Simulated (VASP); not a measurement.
# Pd in VASP: further runs, part 2 of 2

VASP 6.6.1. The steps go on from the part before.

## (3) Single point, PBE

File INCAR:

```
PREC = Accurate
ENCUT = 520
EDIFF = 1E-6
ISMEAR = -1
SIGMA = 0.1
LREAL = False
LASPH = True
NELM = 60
ALGO = Normal
ISIF = 2
LWAVE = False
LCHARG = False
LDIPOL = True
IDIPOL = 3
DIPOL = 0.5 0.5 0.500
GGA = PE
EFIELD = -0.2
NBANDS = 39
```

File KPOINTS:

```
regular mesh
0
Gamma
  12 8 1
```

File POSCAR:

```
Pd
1.0
    2.7903171770      0.0000000000      0.0000000000
    0.0000000000      3.9461043950      0.0000000000
    0.0000000000      0.0000000000     22.9758000000
Pd
6
Direct
    0.2500000000      0.2500000000      0.3520253993
    0.7500000000      0.7500000000      0.4072897129
    0.2500000000      0.2500000000      0.4700204948
    0.7500000000      0.7500000000      0.5299795078
    0.2500000000      0.2500000000      0.5927102866
    0.7500000000      0.7500000000      0.6479745986
```

Potentials or basis: VASP PAW PBE potentials, release 64 (Pd).

On the command line:

```console
$ cat potpaw_PBE.64/Pd/POTCAR > POTCAR
$ mpirun -np 1 vasp_std > vasp.out
```

OUTCAR:

```text
PREC = Accurate
   ENCUT = 520
   EDIFF = 1E-6
   ISMEAR = -1
   LREAL = False
   LASPH = True
   NELM = 60
   ISIF = 2
   GGA = PE

 ion  position               nearest neighbor table
   1  0.250  0.250  0.352-   3 2.71   2 2.73   2 2.73   2 2.73   2 2.73
   2  0.750  0.750  0.407-   1 2.73   1 2.73   1 2.73   1 2.73   3 2.81   3 2.81   3 2.81   3 2.81
                             4 2.82
   3  0.250  0.250  0.470-   1 2.71   4 2.78   4 2.78   4 2.78   4 2.78   2 2.81   2 2.81   2 2.81
                             2 2.81   5 2.82
   4  0.750  0.750  0.530-   6 2.71   3 2.78   3 2.78   3 2.78   3 2.78   5 2.81   5 2.81   5 2.81
                             5 2.81   2 2.82
   5  0.250  0.250  0.593-   6 2.73   6 2.73   6 2.73   6 2.73   4 2.81   4 2.81   4 2.81   4 2.81
                             3 2.82
   6  0.750  0.750  0.648-   4 2.71   5 2.73   5 2.73   5 2.73   5 2.73

  LATTYP: Found a simple orthorhombic cell.
 ALAT       =     2.7903171770
 B/A-ratio  =     1.4142135624
 C/A-ratio  =     8.2341176800

  Lattice vectors:

 A1 = (   2.7903171770,   0.0000000000,   0.0000000000)
 A2 = (   0.0000000000,   3.9461043950,   0.0000000000)
 A3 = (   0.0000000000,   0.0000000000,  22.9758000000)

Analysis of symmetry for initial positions (statically):
=====================================================================
 Subroutine PRICEL returns:
 Original cell was already a primitive cell.

 Routine SETGRP: Setting up the symmetry group for a
 simple orthorhombic supercell.

 Subroutine GETGRP returns: Found  8 space group operations
 (whereof  2 operations were pure point group operations)
 out of a pool of  8 trial point group operations.

The static configuration has the point symmetry S_2 .
 The point group associated with its full space group is D_2h.

Analysis of symmetry for dynamics (positions and initial velocities):
=====================================================================
 An external electric field (EFIELD) may reduce the allowed symmetry operations
 Subroutine PRICEL returns:
 Original cell was already a primitive cell.

 Routine SETGRP: Setting up the symmetry group for a
 simple orthorhombic supercell.

[... 146 lines left out ...]
  volume of cell :      252.98
 maximum number of plane-waves:      6876
 NGX is ok and might be reduce to    24
   NGX = 11   NGY = 15   NGZ = 85

 dipolmoment           0.000000      0.000000      0.000000 electrons x Angstroem

 number of electron      60.0000008 magnetization

 dipolmoment           0.000000      0.000000     -0.116075 electrons x Angstroem

 Free energy of the ion-electron system (eV)
  ---------------------------------------------------
  ext. energy  EPLUGINS =         0.00000000
  ---------------------------------------------------
  free energy    TOTEN  =       -29.34238169 eV

  energy without entropy =      -28.91069101  energy(sigma->0) =      -29.12653635

 E-fermi :   0.2931     XC(G=0):  -5.4939

 val. band max:        0.2735650084   @ k =   0.4167   0.2500   0.0000
 cond. band min:       0.3009790482   @ k =   0.0000   0.3750   0.0000
 fundamental gap:      0.0274140398
 Fermi energy:         0.2931008570

 k-point     1 :       0.0000    0.0000    0.0000
  band No.  band energies     occupation
      1      -6.0354      2.00000
      2      -4.8026      2.00000
      3      -4.5032      2.00000
      4      -4.1272      2.00000
      5      -4.0053      2.00000
      6      -3.6003      2.00000
[... 997 lines left out ...]
     38       4.8447      0.00000
     39       6.3357      0.00000

 [... further k-points ...]

------------------------ aborting loop because EDIFF is reached ----------------------------------------

 vacuum level on the upper side and lower side of the slab       (xc-potential included)         1.302        -1.326

  FORCE on cell =-STRESS in cart. coord.  units (eV):
  Direction    XX          YY          ZZ          XY          YZ          ZX
  --------------------------------------------------------------------------------------
  -------------------------------------------------------------------------------------
  Total       -2.4118350     -1.5337590     -0.1807379      0.0000000      0.0000000      0.0000000
  in kB      -15.2744433     -9.7134813     -1.1446352      0.0000000      0.0000000      0.0000000
  external PRESSURE =      -8.7108533 kB  Pullay stress =       0.0000000 kB

 VOLUME and BASIS-vectors are now :
 -----------------------------------------------------------------------------
  energy-cutoff  :      520.00
  volume of cell :      252.98
      direct lattice vectors                 reciprocal lattice vectors
     2.790317177  0.000000000  0.000000000     0.358382197  0.000000000  0.000000000
     0.000000000  3.946104395  0.000000000     0.000000000  0.253414482  0.000000000
     0.000000000  0.000000000 22.975800000     0.000000000  0.000000000  0.043524056

 POSITION                                       TOTAL-FORCE (eV/Angst)
 -----------------------------------------------------------------------------------
      0.69758      0.98653      8.08807         0.000000      0.000000      0.019835
      2.09274      2.95958      9.35781         0.000000      0.000000     -0.009760
      0.69758      0.98653     10.79910         0.000000      0.000000      0.000585
      2.09274      2.95958     12.17670         0.000000      0.000000      0.011683
      0.69758      0.98653     13.61799         0.000000      0.000000     -0.003679
      2.09274      2.95958     14.88773         0.000000      0.000000     -0.018663
 -----------------------------------------------------------------------------------
    total drift:                                0.000000     -0.000000      0.001518

  FREE ENERGIE OF THE ION-ELECTRON SYSTEM (eV)
  ---------------------------------------------------
  free  energy   TOTEN  =       -29.3423816889 eV

  energy  without entropy=      -28.9106910139  energy(sigma->0) =      -29.12653635

 vacuum level on the upper side and lower side of the slab         6.348         3.767
```

OSZICAR:

```text
N       E                     dE             d eps       ncg     rms          rms(c)
DAV:   1     0.377191298511E+03    0.37719E+03   -0.27099E+04  2738   0.132E+03
DAV:   2    -0.142423513315E+02   -0.39143E+03   -0.36616E+03  3120   0.282E+02
DAV:   3    -0.315457819628E+02   -0.17303E+02   -0.15708E+02  3217   0.562E+01
[... 27 lines left out ...]
DAV:  31    -0.293424210586E+02    0.23715E-04   -0.57113E-06  2527   0.128E-02    0.396E-02
DAV:  32    -0.293423956105E+02    0.25448E-04   -0.49252E-05  2865   0.359E-02    0.114E-02
DAV:  33    -0.293423873052E+02    0.83053E-05   -0.47054E-06  2553   0.102E-02    0.570E-03
DAV:  34    -0.293423825124E+02    0.47928E-05   -0.55643E-06  2517   0.982E-03    0.697E-03
DAV:  35    -0.293423816889E+02    0.82356E-06   -0.43034E-07  1721   0.343E-03
   1 F= -.29342382E+02 E0= -.29126536E+02  d E =-.431691E+00
```

Run time: 19 min. Hardware: 1 thread of AMD EPYC 7R43 (Zen 3), shared host; peak memory 0.43 GiB.

Results:

```yaml
Free_energy: -29.3424 eV
Largest_force: 0.020 eV/Å
Band_gap_on_the_k_mesh: zero (band 30 reaches 0.51 eV, above the bottom of band 31 at 0.12 eV)
```

Forces in eV/Å, atoms in the order of the input:
```
Pd   0.000  0.000  0.020
Pd   0.000  0.000 -0.010
Pd   0.000  0.000  0.001
Pd   0.000  0.000  0.012
Pd   0.000  0.000 -0.004
Pd   0.000  0.000 -0.019
```

Levels at points of the mesh, in eV from the Fermi level:
```tsv
k point	band 28	band 29	band 30	band 31	band 32	band 33
(0.00, 0.00, 0.00)	-0.57	-0.27	-0.18	-0.04	0.03	0.24
(0.50, 0.00, 0.00)	-0.03	0.15	0.15	2.39	2.40	2.88
(0.00, 0.50, 0.00)	-0.36	-0.16	-0.16	0.01	0.01	0.18
(0.50, 0.50, 0.00)	-0.03	0.10	0.10	2.12	2.12	4.32
```

## (4) Single point, PBE

File INCAR:

```
SYSTEM = Pd
PREC = Accurate
ENCUT = 520
EDIFF = 1E-6
ISMEAR = -1
SIGMA = 0.1
LREAL = .False.
LASPH = .True.
NELM = 80
ALGO = Normal
ISIF = 2
LWAVE = .False.
LCHARG = .False.
LDIPOL = .True.
IDIPOL = 3
DIPOL = 0.5 0.5 0.500
GGA = PE
EFIELD = -0.2
NBANDS = 39
```

File KPOINTS:

```
Automatic mesh
0
Gamma
  12 8 1
  0 0 0
```

POSCAR is that of step 3.

On the command line:

```console
$ cat potpaw_PBE.64/Pd/POTCAR > POTCAR
$ mpirun -np 1 vasp_std > vasp.out
```

Wall time 21 min (1 thread of AMD EPYC 7R43 (Zen 3), shared host); peak memory 0.42 GiB.

Results (log left out):

```
Free energy            : -29.3424 eV
Largest force          : 0.020 eV/Å
Band gap on the k mesh : zero (band 30 reaches 0.51 eV, above the bottom of band 31 at 0.12 eV)
```

Forces in eV/Å, atoms in the order of the input:
```
Pd   0.000  0.000  0.020
Pd   0.000  0.000 -0.010
Pd   0.000  0.000  0.001
Pd   0.000  0.000  0.012
Pd   0.000  0.000 -0.004
Pd   0.000  0.000 -0.019
```

Levels at points of the mesh, in eV from the Fermi level:
```
           k point  band 28  band 29  band 30  band 31  band 32  band 33
(0.00, 0.00, 0.00)    -0.57    -0.27    -0.18    -0.04     0.03     0.24
(0.50, 0.00, 0.00)    -0.03     0.15     0.15     2.39     2.40     2.88
(0.00, 0.50, 0.00)    -0.36    -0.16    -0.16     0.01     0.01     0.18
(0.50, 0.50, 0.00)    -0.03     0.10     0.10     2.12     2.12     4.32
```
